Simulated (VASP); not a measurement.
# Pd (Fm-3m) in VASP: a series of runs

Pd is run at these levels: PBE; tasks: single point.

Everything below comes from runs of VASP 6.6.1. Logs are shortened: lines on timing, memory, paths and dates and some standing lists are left out, and cuts for length are marked.

## (1) The cell of the first run

The structure is cubic, space group Fm-3m (No. 225). The conventional cell has a = 3.893 Å, b = 3.893 Å, c = 3.893 Å, α = 90.00°, β = 90.00°, γ = 90.00°. Within 3.6 Å of Pd (site symmetry m-3m) lie 12 Pd at 2.75 Å.

## (2) Single point, PBE, collinear spin

INCAR

```
PREC     = Accurate       # precision mode
ENCUT    = 520            # plane-wave cutoff, eV
EDIFF    = 1E-6           # SCF threshold, eV
ISMEAR   = -1             # smearing method
SIGMA    = 0.08           # smearing width, eV
LREAL    = False          # projectors in reciprocal space
LASPH    = True           # aspherical terms in the spheres
NELM     = 150            # most SCF steps
ALGO     = Normal         # electronic algorithm
ISIF     = 2              # what is computed and relaxed
LWAVE    = False          # write WAVECAR
LCHARG   = True           # write CHGCAR
ISPIN    = 2              # spin polarisation
MAGMOM   = 0.6            # initial moments
LORBIT   = 11             # projections on sites
LMAXMIX  = 4              # l up to which the mixer works
GGA      = PE             # functional
LELF     = True           # ELF
LVHAR    = True         
NBANDS   = 15             # bands
```

KPOINTS

```
regular mesh
0
Gamma
  17 17 17
```

POSCAR

```
Pd
1.0
    0.0000000000      1.9465000000      1.9465000000
    1.9465000000      0.0000000000      1.9465000000
    1.9465000000      1.9465000000      0.0000000000
Pd
1
Direct
    0.0000000000      0.0000000000      0.0000000000
```

Potentials or basis: VASP PAW PBE potentials, release 64 (Pd).

Started as:

```bash
$ cat potpaw_PBE.64/Pd/POTCAR > POTCAR
$ mpirun -np 1 vasp_std > vasp.out
```

OUTCAR:

```text
PREC = Accurate
   ENCUT = 520
   EDIFF = 1E-6
   ISMEAR = -1
   LREAL = False
   LASPH = True
   NELM = 150
   ISIF = 2
   ISPIN = 2
   LORBIT = 11
   GGA = PE

 ion  position               nearest neighbor table
   1  0.000  0.000  0.000-

  LATTYP: Found a face centered cubic cell.
 ALAT       =     3.8930000000

  Lattice vectors:

 A1 = (   0.0000000000,   1.9465000000,   1.9465000000)
 A2 = (   1.9465000000,   0.0000000000,   1.9465000000)
 A3 = (   1.9465000000,   1.9465000000,   0.0000000000)

Analysis of symmetry for initial positions (statically):
=====================================================================
 Subroutine PRICEL returns:
 Original cell was already a primitive cell.

 Routine SETGRP: Setting up the symmetry group for a
 face centered cubic supercell.

 Subroutine GETGRP returns: Found 48 space group operations
 (whereof 48 operations were pure point group operations)
 out of a pool of 48 trial point group operations.

The static configuration has the point symmetry O_h .

Analysis of symmetry for dynamics (positions and initial velocities):
=====================================================================
 Subroutine PRICEL returns:
 Original cell was already a primitive cell.

 Routine SETGRP: Setting up the symmetry group for a
 face centered cubic supercell.

 Subroutine GETGRP returns: Found 48 space group operations
 (whereof 48 operations were pure point group operations)
 out of a pool of 48 trial point group operations.

The dynamic configuration has the point symmetry O_h .

Analysis of structural, dynamic, and magnetic symmetry:
=====================================================================
 Subroutine PRICEL returns:
 Original cell was already a primitive cell.

 Routine SETGRP: Setting up the symmetry group for a
 face centered cubic supercell.

 Subroutine GETGRP returns: Found 48 space group operations
 (whereof 48 operations were pure point group operations)
 out of a pool of 48 trial point group operations.

The overall configuration has the point symmetry O_h .

 Subroutine INISYM returns: Found 48 space group operations
 (whereof 48 operations are pure point group operations),
 and found     1 'primitive' translations

----------------------------------------------------------------------------------------

                                     Primitive cell

  volume of cell :      14.7500

  direct lattice vectors                    reciprocal lattice vectors
     0.000000000  1.946500000  1.946500000    -0.256871307  0.256871307  0.256871307
     1.946500000  0.000000000  1.946500000     0.256871307 -0.256871307  0.256871307
     1.946500000  1.946500000  0.000000000     0.256871307  0.256871307 -0.256871307

  length of vectors
     2.752766699  2.752766699  2.752766699     0.444914156  0.444914156  0.444914156

  position of ions in fractional coordinates (direct lattice)
     0.000000000  0.000000000  0.000000000

  ion indices of the primitive-cell ions
   primitive index   ion index
                 1           1

----------------------------------------------------------------------------------------

 KPOINTS: regular mesh

Automatic generation of k-mesh.
 Grid dimensions read from file:
 generate k-points for:   17   17   17

 Generating k-lattice:

  Cartesian coordinates                     Fractional coordinates (reciprocal lattice)
    -0.015110077  0.015110077  0.015110077     0.058823529  0.000000000  0.000000000
     0.015110077 -0.015110077  0.015110077     0.000000000  0.058823529  0.000000000
     0.015110077  0.015110077 -0.015110077     0.000000000  0.000000000  0.058823529

  Length of vectors
     0.026171421  0.026171421  0.026171421

  Shift w.r.t. Gamma in fractional coordinates (k-lattice)
     0.000000000  0.000000000  0.000000000

 Subroutine IBZKPT returns following result:
 ===========================================

 Found    165 irreducible k-points:

 Following reciprocal coordinates:
            Coordinates               Weight
  0.000000  0.000000  0.000000      1.000000
  0.058824  0.000000  0.000000      8.000000
  0.117647  0.000000  0.000000      8.000000
  0.176471  0.000000  0.000000      8.000000
  0.235294  0.000000  0.000000      8.000000
  0.294118  0.000000  0.000000      8.000000
[... 16 lines left out ...]
 -0.176471  0.058824  0.000000     24.000000
 -0.117647  0.058824  0.000000     24.000000
 [... further k-points ...]
   k-points           NKPTS =    165   k-points in BZ     NKDIM =    165   number of bands    NBANDS=     15
   number of dos      NEDOS =    301   number of ions     NIONS =      1
   total plane-waves  NPLWV =   8000
   dimension x,y,z NGX =    20 NGY =   20 NGZ =   20
   dimension x,y,z NGXF=    40 NGYF=   40 NGZF=   40
   ions per type =               1
   NGX,Y,Z   is equivalent  to a cutoff of  12.08, 12.08, 12.08 a.u.
   NGXF,Y,Z  is equivalent  to a cutoff of  24.16, 24.16, 24.16 a.u.
 SYSTEM =  unknown system
   PREC   = accura    normal or accurate (medium, high low for compatibility)
   ISTART =      0    job   : 0-new  1-cont  2-samecut
   ICHARG =      2    charge: 1-file 2-atom 10-const
   ISPIN  =      2    spin polarized calculation?
   LNONCOLLINEAR =      F non collinear calculations
   LSORBIT =      F    spin-orbit coupling
   LASPH  =      T    aspherical Exc in radial PAW
   ENCUT  =  520.0 eV  38.22 Ry    6.18 a.u.   5.12  5.12  5.12*2*pi/ulx,y,z
   NELM   =    150;   NELMIN=  2; NELMDL= -5     # of ELM steps
   EDIFF  = 0.1E-05   stopping-criterion for ELM
   LREAL  =      F    real-space projection
   EDIFFG = 0.1E-04   stopping-criterion for IOM
   NSW    =      0    number of steps for IOM
   IBRION =     -1    ionic relax: 0-MD 1-quasi-New 2-CG
   NFREE  =      0    steps in history (QN), initial steepest desc. (CG)
   ISIF   =      2    stress and relaxation
   ISYM   =      2    0-nonsym 1-usesym 2-fastsym
   POTIM  = 0.5000    time-step for ionic-motion
   TEBEG  =    0.0;   TEEND  =   0.0 temperature during run
   PSTRESS=    0.0 pullay stress
   NELECT =      10.0000    total number of electrons
   NUPDOWN=      -1.0000    fix difference up-down
   EMIN   =  10.00;   EMAX   =-10.00  energy-range for DOS
   EFERMI =   0.00;   METHOD = LEGACY
   ISMEAR =    -1;   SIGMA  =   0.08  broadening in eV -4-tet -1-fermi 0-gaus
   EFERMI_NEDOS =   21; number of points for ismear=-14 and -15
   IALGO  =     38    algorithm
   IMIX   =      4    mixing-type and parameters
     AMIX     =   0.40;   BMIX     =  1.00
     AMIX_MAG =   1.60;   BMIX_MAG =  1.00
  volume/ion in A,a.u.               =      14.75        99.54
  Fermi-wavevector in a.u.,A,eV,Ry     =   1.438171  2.717748 28.141404  2.068335
  Thomas-Fermi vector in A             =   2.557167
   LORBIT       =     11    0 simple, 1 ext, 2 COOP (PROOUT), +10 PAW based schemes
   GGA     = PE    functional components
   LHFCALC =     F    Hartree Fock is set to
   AEXX    =    0.0000 exact exchange contribution
   IVDW    =     0    specifies the selected vdW correction
   LEPSILON=     F    determine dielectric tensor
   LRPA    =     F    only Hartree local field effects (RPA)
 spin polarized calculation
  energy-cutoff  :      520.00
  volume of cell :       14.75
 maximum number of plane-waves:       411
   NGX = 11   NGY = 11   NGZ = 11

 number of electron      10.0000000 magnetization       0.6000000

 number of electron       9.9999999 magnetization      -0.0007786

 number of electron       9.9999999 magnetization       0.0001254

 Free energy of the ion-electron system (eV)
  ---------------------------------------------------
  ext. energy  EPLUGINS =         0.00000000
  ---------------------------------------------------
  free energy    TOTEN  =        -5.22688526 eV

  energy without entropy =       -5.17980231  energy(sigma->0) =       -5.20334379

 E-fermi :   9.7847     XC(G=0): -13.1864

 val. band max:        9.7831890136   @ k =   0.3529   0.2353   0.0000
 cond. band min:       9.7963337209   @ k =  -0.4706   0.4706   0.0000
 fundamental gap:      0.0131447073
 Fermi energy:         9.7846525082

 spin component 1

 k-point     1 :       0.0000    0.0000    0.0000
  band No.  band energies     occupation
      1       2.6434      1.00000
      2       6.9396      1.00000
      3       6.9396      1.00000
      4       6.9396      1.00000
      5       8.5483      1.00000
      6       8.5483      1.00000
      7      26.9770      0.00000
      8      31.7532      0.00000
      9      31.7532      0.00000
     10      31.7532      0.00000
     11      35.9898      0.00000
     12      37.1104      0.00000
     13      40.3848      0.00000
     14      40.3848      0.00000
     15      40.3848      0.00000
[... 397 lines left out ...]
 k-point    24 :      -0.1176    0.0588    0.0000
  band No.  band energies     occupation
      1       3.4008      1.00000
      2       6.6766      1.00000
      3       7.1742      1.00000
      4       7.2051      1.00000
      5       8.3221      1.00000
      6       8.6187      1.00000
      7      27.5068      0.00000
      8      28.6352      0.00000
      9      31.5884      0.00000
     10      33.1598      0.00000
     11      35.9747      0.00000
     12      36.1698      0.00000
     13      38.8451      0.00000
     14      39.3772      0.00000
     15      41.8292      0.00000

 [... further k-points ...]

 spin component 2

 k-point     1 :       0.0000    0.0000    0.0000
  band No.  band energies     occupation
      1       2.6434      1.00000
      2       6.9397      1.00000
      3       6.9397      1.00000
      4       6.9397      1.00000
      5       8.5484      1.00000
      6       8.5484      1.00000
      7      26.9770      0.00000
      8      31.7532      0.00000
      9      31.7532      0.00000
     10      31.7532      0.00000
     11      35.9899      0.00000
     12      37.1103      0.00000
     13      40.3849      0.00000
     14      40.3849      0.00000
     15      40.3849      0.00000
[... 397 lines left out ...]
 k-point    24 :      -0.1176    0.0588    0.0000
  band No.  band energies     occupation
      1       3.4008      1.00000
      2       6.6767      1.00000
      3       7.1743      1.00000
      4       7.2052      1.00000
      5       8.3222      1.00000
      6       8.6188      1.00000
      7      27.5068      0.00000
      8      28.6352      0.00000
      9      31.5885      0.00000
     10      33.1598      0.00000
     11      35.9748      0.00000
     12      36.1699      0.00000
     13      38.8451      0.00000
     14      39.3772      0.00000
     15      41.8294      0.00000

 [... further k-points ...]

------------------------ aborting loop because EDIFF is reached ----------------------------------------

  FORCE on cell =-STRESS in cart. coord.  units (eV):
  Direction    XX          YY          ZZ          XY          YZ          ZX
  --------------------------------------------------------------------------------------
  -------------------------------------------------------------------------------------
  Total        0.6451101      0.6451101      0.6451101      0.0000000      0.0000000     -0.0000000
  in kB       70.0730761     70.0730761     70.0730761      0.0000000      0.0000000     -0.0000000
  external PRESSURE =      70.0730761 kB  Pullay stress =       0.0000000 kB

 VOLUME and BASIS-vectors are now :
 -----------------------------------------------------------------------------
  energy-cutoff  :      520.00
  volume of cell :       14.75
      direct lattice vectors                 reciprocal lattice vectors
     0.000000000  1.946500000  1.946500000    -0.256871307  0.256871307  0.256871307
     1.946500000  0.000000000  1.946500000     0.256871307 -0.256871307  0.256871307
     1.946500000  1.946500000  0.000000000     0.256871307  0.256871307 -0.256871307

 POSITION                                       TOTAL-FORCE (eV/Angst)
 -----------------------------------------------------------------------------------
      0.00000      0.00000      0.00000         0.000000     -0.000000     -0.000000
 -----------------------------------------------------------------------------------
    total drift:                                0.000000      0.000000      0.000000

  FREE ENERGIE OF THE ION-ELECTRON SYSTEM (eV)
  ---------------------------------------------------
  free  energy   TOTEN  =        -5.2268852598 eV

  energy  without entropy=       -5.1798023124  energy(sigma->0) =       -5.20334379

 total charge

# of ion       s       p       d       tot
------------------------------------------
    1        0.492   0.478   8.471   9.441

 magnetization (x)

# of ion       s       p       d       tot
------------------------------------------
    1        0.000   0.000   0.000   0.000
```

Wall time 2.1 min (1 thread of Intel Xeon 8259CL, shared host); peak memory 0.17 GiB.

What came out:

```yaml
Free_energy: -5.2269 eV
Pressure: 7.0 GPa
Band_gap_on_the_k_mesh: zero (filled and empty bands overlap)
Net_moment: 0.00 μB per cell
Valence_electrons_inside_the_program's_atomic_spheres: Pd 9.44
```

Levels at points of the mesh, in eV from the Fermi level:
Spin up:
```tsv
k point	band 2	band 3	band 4	band 5	band 6	band 7	band 8	band 9
(0.00, 0.00, 0.00)	-2.85	-2.85	-2.85	-1.24	-1.24	17.19	21.97	21.97
```
Spin down:
```tsv
k point	band 1	band 2	band 3	band 4	band 5	band 6	band 7	band 8	band 9	band 10
(0.00, 0.00, 0.00)	-7.14	-2.84	-2.84	-2.84	-1.24	-1.24	17.19	21.97	21.97	21.97
```

Caveat: the cell stands under pressure.

## (3) Single point, PBE, collinear spin

INCAR

```
PREC = Accurate
ENCUT = 520
EDIFF = 1E-7
ISMEAR = -1
SIGMA = 0.08
LREAL = False
LASPH = True
NELM = 150
ALGO = Normal
ISIF = 2
LWAVE = False
LCHARG = False
ISPIN = 2
MAGMOM = 0.05
LORBIT = 11
NUPDOWN = 0.05
LMAXMIX = 4
GGA = PE
NBANDS = 15
```

KPOINTS

```
Automatic mesh
0
Gamma
  17 17 17
```

POSCAR is that of step 2.

Potentials or basis: VASP PAW PBE potentials, release 64 (Pd).

Started as:

```bash
$ cat potpaw_PBE.64/Pd/POTCAR > POTCAR
$ mpirun -np 1 vasp_std > vasp.out
```

OUTCAR:

```text
PREC = Accurate
   ENCUT = 520
   EDIFF = 1E-7
   ISMEAR = -1
   LREAL = False
   LASPH = True
   NELM = 150
   ISIF = 2
   ISPIN = 2
   LORBIT = 11
   NUPDOWN = 0.05
   GGA = PE

 ion  position               nearest neighbor table
   1  0.000  0.000  0.000-

  LATTYP: Found a face centered cubic cell.
 ALAT       =     3.8930000000

  Lattice vectors:

 A1 = (   0.0000000000,   1.9465000000,   1.9465000000)
 A2 = (   1.9465000000,   0.0000000000,   1.9465000000)
[... 1073 lines left out ...]
  -------------------------------------------------------------------------------------
  Total        0.6447999      0.6447999      0.6447999      0.0000000      0.0000000     -0.0000000
  in kB       70.0393869     70.0393869     70.0393869      0.0000000      0.0000000     -0.0000000
  external PRESSURE =      70.0393869 kB  Pullay stress =       0.0000000 kB

 VOLUME and BASIS-vectors are now :
 -----------------------------------------------------------------------------
  energy-cutoff  :      520.00
  volume of cell :       14.75
      direct lattice vectors                 reciprocal lattice vectors
     0.000000000  1.946500000  1.946500000    -0.256871307  0.256871307  0.256871307
     1.946500000  0.000000000  1.946500000     0.256871307 -0.256871307  0.256871307
     1.946500000  1.946500000  0.000000000     0.256871307  0.256871307 -0.256871307

 POSITION                                       TOTAL-FORCE (eV/Angst)
 -----------------------------------------------------------------------------------
      0.00000      0.00000      0.00000         0.000000     -0.000000      0.000000
 -----------------------------------------------------------------------------------
    total drift:                                0.000000      0.000000      0.000000

  FREE ENERGIE OF THE ION-ELECTRON SYSTEM (eV)
  ---------------------------------------------------
  free  energy   TOTEN  =        -5.2268608357 eV

  energy  without entropy=       -5.1799771648  energy(sigma->0) =       -5.20341900

 total charge

# of ion       s       p       d       tot
------------------------------------------
    1        0.492   0.478   8.471   9.441

 magnetization (x)

# of ion       s       p       d       tot
------------------------------------------
    1       -0.000  -0.001   0.051   0.050
```

Run time: 90 s. Hardware: 1 thread of Intel Xeon 8259CL, shared host; peak memory 0.17 GiB.

Results:

- Free energy: -5.2269 eV
- Pressure: 7.0 GPa
- Net moment: 0.05 μB per cell
- Site moments: Pd +0.05 μB
- Valence electrons inside the program's atomic spheres: Pd 9.44

Caveat: the cell stands under pressure; the total moment is fixed, so each spin has its own Fermi level.

## (4) Single point, PBE, collinear spin

INCAR

```
PREC = Accurate
ENCUT = 520
EDIFF = 1E-7
ISMEAR = -1
SIGMA = 0.08
LREAL = F
LASPH = T
NELM = 150
ALGO = Normal
ISIF = 2
LWAVE = F
LCHARG = F
ISPIN = 2
MAGMOM = 0.15
LORBIT = 11
NUPDOWN = 0.15
LMAXMIX = 4
GGA = PE
NBANDS = 15
```

KPOINTS is that of step 3.

POSCAR is that of step 3.

Started as:

```bash
$ cat potpaw_PBE.64/Pd/POTCAR > POTCAR
$ mpirun -np 1 vasp_std > vasp.out
```

It took 84 s on 1 thread of Intel Xeon 8259CL, shared host; peak memory 0.17 GiB.

It converged, with:

| Item | Value |
| --- | --- |
| Free energy | -5.2266 eV |
| Pressure | 7.1 GPa |
| Net moment | 0.15 μB per cell |
| Site moments | Pd +0.15 μB |
| Valence electrons inside the program's atomic spheres | Pd 9.44 |

Caveat: the cell stands under pressure; the total moment is fixed, so each spin has its own Fermi level.

## (5) Summary

```tsv
fixed moment (μB)	pressure (GPa)	moment (μB)
-	7.0	0.00
0.05	7.0	0.05
0.15	7.1	0.15
```

Alike in all rows: task single point; level PBE; potentials or basis VASP PAW PBE potentials, release 64 (Pd); spin collinear; cell as given; k mesh 17 × 17 × 17; cutoff (eV) 520; smearing fermi-dirac 0.08 eV.

Caveats: the cell stands under pressure; the total moment is fixed, so each spin has its own Fermi level (at least some runs).

Absolute energies hang on the potentials; compare differences alone.
